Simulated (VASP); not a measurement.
Input of a VASP 6.6.1 run:

The input INCAR:

```
SYSTEM = Si7B
PREC     = Accurate       ! precision mode
ENCUT    = 520            ! plane-wave cutoff, eV
EDIFF    = 1E-6           ! SCF threshold, eV
ISMEAR   = 0              ! smearing method
SIGMA    = 0.1            ! smearing width, eV
LREAL    = .False.        ! projectors in reciprocal space
LASPH    = .True.         ! aspherical terms in the spheres
NELM     = 100            ! most SCF steps
ALGO     = Normal         ! electronic algorithm
ISIF     = 2              ! what is computed and relaxed
LWAVE    = .False.        ! write WAVECAR
LCHARG   = .False.        ! write CHGCAR
GGA      = PE             ! functional
NBANDS   = 26             ! bands
```

KPOINTS

```
Automatic mesh
0
Gamma
  8 8 4
  0 0 0
```

The input POSCAR:

```
Si7B
1.0
    3.7014696881      0.0000000000      0.0000000000
    0.0000000000      3.7014696881      0.0000000000
    0.0000000000      0.0000000000     10.6689440067
Si B
7 1
Direct
    0.0000000000      0.0000000000      0.5000000000
    0.0000000000      0.5000000000      0.3656413374
    0.5000000000      0.0000000000      0.6343586626
    0.0000000000      0.5000000000      0.9065196631
    0.5000000000      0.0000000000      0.0934803369
    0.5000000000      0.5000000000      0.7658793828
    0.5000000000      0.5000000000      0.2341206172
    0.0000000000      0.0000000000      0.0000000000
```

Potentials or basis: VASP PAW PBE potentials, release 64 (Si, B).

Run with:

```console
$ cat potpaw_PBE.64/Si/POTCAR potpaw_PBE.64/B/POTCAR > POTCAR
$ mpirun -np 1 vasp_std > vasp.out
```

Task: What does it give for the band gap on the k mesh?

Result: Zero (an odd number of electrons rules out a gap without spin polarisation).

Task: Estimate the largest force.

Result: 0.016 eV/Å.

Task: What does it give for the pressure?

Result: -0.1 GPa.

Forces in eV/Å, atoms in the order of the input:
```
Si   0.000  0.000  0.000
Si   0.000  0.000  0.000
Si   0.000  0.000  0.000
Si   0.000  0.000 -0.016
Si   0.000  0.000  0.016
Si   0.000  0.000  0.001
Si   0.000  0.000 -0.001
B    0.000  0.000  0.000
```
